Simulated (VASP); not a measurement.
# CsGa (NaTl type) (Fd-3m) in VASP: relaxation of cell and atoms with PBEsol

Aim: the relaxation of cell and atoms of CsGa (NaTl type) with PBEsol.

Program: VASP 6.6.1. These are calculated values, not measurements. Logs are shortened: lines on timing, memory, paths and dates and some standing lists are left out, and cuts for length are marked.

## Step 1: The cell of the first run

It takes space group Fd-3m (No. 227, cubic). Conventional cell: a = 10.028 Å, b = 10.028 Å, c = 10.028 Å, α = 90.00°, β = 90.00°, γ = 90.00°. Within 5.7 Å of Cs (site symmetry -43m) lie 4 Cs at 4.34 Å and 10 Ga at 4.34 to 5.01 Å. Within 5.7 Å of Ga (site symmetry -43m) lie 10 Cs at 4.34 to 5.01 Å and 4 Ga at 4.34 Å.

## Step 2: Relaxation of cell and atoms, PBEsol

INCAR reads:

```
SYSTEM = CsGa
PREC = Accurate
ENCUT = 600
EDIFF = 1E-7
ISMEAR = -1
SIGMA = 0.05
LREAL = .FALSE.
LASPH = .TRUE.
NELM = 100
ALGO = Normal
ISIF = 3
LWAVE = .FALSE.
LCHARG = .FALSE.
GGA = PS
IBRION = 2
NSW = 70
EDIFFG = -0.005
```

KPOINTS reads:

```
Automatic mesh
0
G
  6 6 6
  0 0 0
```

POSCAR reads:

```
CsGa
1.0
    0.0000000000      5.0141011276      5.0141011276
    5.0141011276      0.0000000000      5.0141011276
    5.0141011276      5.0141011276      0.0000000000
Cs Ga
2 2
Direct
    0.1250000000      0.1250000000      0.1250000000
   -0.1250000000     -0.1250000000     -0.1250000000
    0.3750000000      0.3750000000      0.3750000000
   -0.3750000000     -0.3750000000     -0.3750000000
```

Potentials or basis: VASP PAW PBE potentials, release 64 (Cs_sv, Ga_d).

Run with:

```sh
$ cat potpaw_PBE.64/Cs_sv/POTCAR potpaw_PBE.64/Ga_d/POTCAR > POTCAR
$ mpirun -np 1 vasp_std > vasp.out
```

OUTCAR:

```text
SYSTEM = CsGa
   PREC = Accurate
   ENCUT = 600
   EDIFF = 1E-7
   ISMEAR = -1
   LREAL = .FALSE.
   LASPH = .TRUE.
   NELM = 100
   ISIF = 3
   GGA = PS
   IBRION = 2
   NSW = 70
   EDIFFG = -0.005

 ion  position               nearest neighbor table
   1  0.125  0.125  0.125-
   2  0.875  0.875  0.875-
   3  0.375  0.375  0.375-
   4  0.625  0.625  0.625-

  LATTYP: Found a face centered cubic cell.
 ALAT       =    10.0282022552

  Lattice vectors:

 A1 = (   0.0000000000,   5.0141011276,   5.0141011276)
 A2 = (   5.0141011276,   0.0000000000,   5.0141011276)
 A3 = (   5.0141011276,   5.0141011276,   0.0000000000)

Analysis of symmetry for initial positions (statically):
=====================================================================
 Subroutine PRICEL returns:
 Original cell was already a primitive cell.

 Routine SETGRP: Setting up the symmetry group for a
 face centered cubic supercell.

 Subroutine GETGRP returns: Found 48 space group operations
 (whereof 12 operations were pure point group operations)
 out of a pool of 48 trial point group operations.

The static configuration has the point symmetry D_3d.
 The point group associated with its full space group is O_h .

Analysis of symmetry for dynamics (positions and initial velocities):
=====================================================================
 Subroutine PRICEL returns:
 Original cell was already a primitive cell.

 Routine SETGRP: Setting up the symmetry group for a
 face centered cubic supercell.

 Subroutine GETGRP returns: Found 48 space group operations
 (whereof 12 operations were pure point group operations)
 out of a pool of 48 trial point group operations.

The dynamic configuration has the point symmetry D_3d.
 The point group associated with its full space group is O_h .

 Subroutine INISYM returns: Found 48 space group operations
 (whereof 12 operations are pure point group operations),
 and found     1 'primitive' translations

----------------------------------------------------------------------------------------

                                     Primitive cell

  volume of cell :     252.1211

  direct lattice vectors                    reciprocal lattice vectors
     0.000000000  5.014101128  5.014101128    -0.099718771  0.099718771  0.099718771
     5.014101128  0.000000000  5.014101128     0.099718771 -0.099718771  0.099718771
     5.014101128  5.014101128  0.000000000     0.099718771  0.099718771 -0.099718771

  length of vectors
[... 82 lines left out ...]
   NFREE  =      1    steps in history (QN), initial steepest desc. (CG)
   ISIF   =      3    stress and relaxation
   ISYM   =      2    0-nonsym 1-usesym 2-fastsym
   POTIM  = 0.5000    time-step for ionic-motion
   TEBEG  =    0.0;   TEEND  =   0.0 temperature during run
   PSTRESS=    0.0 pullay stress
   NELECT =      44.0000    total number of electrons
   NUPDOWN=      -1.0000    fix difference up-down
   EMIN   =  10.00;   EMAX   =-10.00  energy-range for DOS
   EFERMI =   0.00;   METHOD = LEGACY
   ISMEAR =    -1;   SIGMA  =   0.05  broadening in eV -4-tet -1-fermi 0-gaus
   EFERMI_NEDOS =   21; number of points for ismear=-14 and -15
   IALGO  =     38    algorithm
   IMIX   =      4    mixing-type and parameters
     AMIX     =   0.40;   BMIX     =  1.00
     AMIX_MAG =   1.60;   BMIX_MAG =  1.00
  volume/ion in A,a.u.               =      63.03       425.35
  Fermi-wavevector in a.u.,A,eV,Ry     =   0.914863  1.728840 11.387722  0.836974
  Thomas-Fermi vector in A             =   2.039538
   LORBIT       =      0    0 simple, 1 ext, 2 COOP (PROOUT), +10 PAW based schemes
   GGA     = PS    functional components
   LHFCALC =     F    Hartree Fock is set to
   AEXX    =    0.0000 exact exchange contribution
   IVDW    =     0    specifies the selected vdW correction
   LEPSILON=     F    determine dielectric tensor
   LRPA    =     F    only Hartree local field effects (RPA)
 conjugate gradient relaxation of ions
 non-spin polarized calculation
  energy-cutoff  :      600.00
  volume of cell :      252.12
 maximum number of plane-waves:      8431
 NGX is ok and might be reduce to    60
   NGX = 29   NGY = 29   NGZ = 29

--------------------------------------- Ionic step        1  -------------------------------------------

 number of electron      44.0000002 magnetization

 Free energy of the ion-electron system (eV)
  ---------------------------------------------------
  ext. energy  EPLUGINS =         0.00000000
  ---------------------------------------------------
  free energy    TOTEN  =        -6.21240142 eV

  energy without entropy =       -6.16614840  energy(sigma->0) =       -6.18927491

------------------------ aborting loop because EDIFF is reached ----------------------------------------

  FORCE on cell =-STRESS in cart. coord.  units (eV):
  Direction    XX          YY          ZZ          XY          YZ          ZX
  --------------------------------------------------------------------------------------
  -------------------------------------------------------------------------------------
  Total       -3.5263218     -3.5263218     -3.5263218     -0.0000000      0.0000000      0.0000000
  in kB      -22.4090408    -22.4090408    -22.4090408     -0.0000000      0.0000000      0.0000000
  external PRESSURE =     -22.4090408 kB  Pullay stress =       0.0000000 kB
[... 101 lines left out ...]
--------------------------------------- Ionic step        4  -------------------------------------------

 number of electron      43.9999998 magnetization

 E-fermi :   3.9005     XC(G=0):  -9.8285

 val. band max:        3.8923838626   @ k =   0.3333   0.3333   0.0000
 cond. band min:       4.0664125147   @ k =   0.3333   0.0000   0.0000
 fundamental gap:      0.1740286521
 Fermi energy:         3.9004528610

 k-point     1 :       0.0000    0.0000    0.0000
  band No.  band energies     occupation
      1     -19.1969      2.00000
      2     -18.2114      2.00000
      3     -10.7273      2.00000
      4     -10.7273      2.00000
      5     -10.7273      2.00000
      6     -10.7195      2.00000
[... 528 lines left out ...]
--------------------------------------- Ionic step        6  -------------------------------------------

 number of electron      44.0000000 magnetization

 Free energy of the ion-electron system (eV)
  ---------------------------------------------------
  ext. energy  EPLUGINS =         0.00000000
  ---------------------------------------------------
  free energy    TOTEN  =        -7.77672724 eV

  energy without entropy =       -7.76284660  energy(sigma->0) =       -7.76978692

 E-fermi :   3.1771     XC(G=0):  -9.2939

 val. band max:        3.1618593839   @ k =   0.3333   0.3333   0.0000
 cond. band min:       3.1927376596   @ k =   0.3333   0.0000   0.0000
 fundamental gap:      0.0308782758
 Fermi energy:         3.1770827060

 k-point     1 :       0.0000    0.0000    0.0000
  band No.  band energies     occupation
      1     -19.8096      2.00000
      2     -19.1155      2.00000
      3     -11.4410      2.00000
      4     -11.4410      2.00000
      5     -11.4410      2.00000
      6     -11.4357      2.00000
[... 484 lines left out ...]
  FREE ENERGIE OF THE ION-ELECTRON SYSTEM (eV)
  ---------------------------------------------------
  free  energy   TOTEN  =        -7.7767272442 eV

  energy  without entropy=       -7.7628465983  energy(sigma->0) =       -7.76978692

 reached required accuracy - stopping structural energy minimisation
```

OSZICAR:

```text
N       E                     dE             d eps       ncg     rms          rms(c)
DAV:   1     0.363657726253E+03    0.36366E+03   -0.20342E+04   834   0.185E+03
DAV:   2     0.441883068423E+02   -0.31947E+03   -0.31474E+03  1056   0.394E+02
DAV:   3    -0.365014627087E+01   -0.47838E+02   -0.47595E+02   884   0.138E+02
[... 72 lines left out ...]
DAV:   5    -0.777675864083E+01    0.42062E-03   -0.29133E-04  1022   0.157E-01    0.294E-02
DAV:   6    -0.777672918094E+01    0.29460E-04   -0.12427E-04  1024   0.106E-01    0.531E-03
DAV:   7    -0.777672768043E+01    0.15005E-05   -0.16833E-05   936   0.180E-02    0.408E-03
DAV:   8    -0.777672723732E+01    0.44311E-06   -0.26463E-06   954   0.827E-03    0.699E-04
DAV:   9    -0.777672724419E+01   -0.68685E-08   -0.41190E-07   828   0.278E-03
   6 F= -.77767272E+01 E0= -.77697869E+01  d E =-.156433E+01
```

It took 9.2 min on 1 thread of Intel Xeon 6975P-C (Granite Rapids), shared host; peak memory 0.61 GiB.

What came out:

```
Free energy                           : -7.7767 eV
Relaxed volume                        : 33.15 Å³/atom
Relaxed cell                          : a = 5.724 Å, b = 5.724 Å, c = 5.724 Å, α = 60.00°, β = 60.00°, γ = 60.00°
Space group after relaxing (to 0.1 Å) : Fd-3m (No. 227)
Energy gained by relaxing             : 391.1 meV/atom
Ionic steps                           : 6
Pressure after relaxing               : 0.0 GPa
Band gap on the k mesh                : zero (bands 22 and 23 overlap by 0.14 eV)
```

Step by step:
```tsv
step	energy change (eV)	largest force (eV/Å)	pressure (GPa)	volume (Å³)
1	0.0000	0.0000	-2.24	252.12
2	-0.4510	0.0000	-2.44	221.30
3	-1.5215	0.0000	-1.11	144.10
4	-1.4509	0.0000	2.80	117.94
5	-1.5620	0.0000	-0.29	135.18
6	-1.5643	0.0000	0.01	132.61
```

Final structure:
```
CELL_PARAMETERS angstrom
0.00000 4.04749 4.04749
4.04749 0.00000 4.04749
4.04749 4.04749 0.00000
ATOMIC_POSITIONS crystal
Cs 0.12500 0.12500 0.12500
Cs 0.87500 0.87500 0.87500
Ga 0.37500 0.37500 0.37500
Ga 0.62500 0.62500 0.62500
```

Levels at points of the mesh, in eV from the Fermi level:
```csv
k point,band 20,band 21,band 22,band 23,band 24,band 25
"(0.00, 0.00, 0.00)",-3.16,-0.16,-0.16,-0.16,1.57,1.73
"(0.50, 0.00, 0.00)",-4.62,-0.73,-0.73,0.12,1.55,1.55
"(0.50, 0.50, 0.00)",-5.03,-0.11,-0.11,1.14,1.14,3.42
```

Caveat: the volume moved by over 15 % at a fixed basis, so the end points are rough; the PAW data sets were made with another functional, which shifts forces and pressure a little; spin-orbit coupling is left out, which moves the levels of the heavy elements.
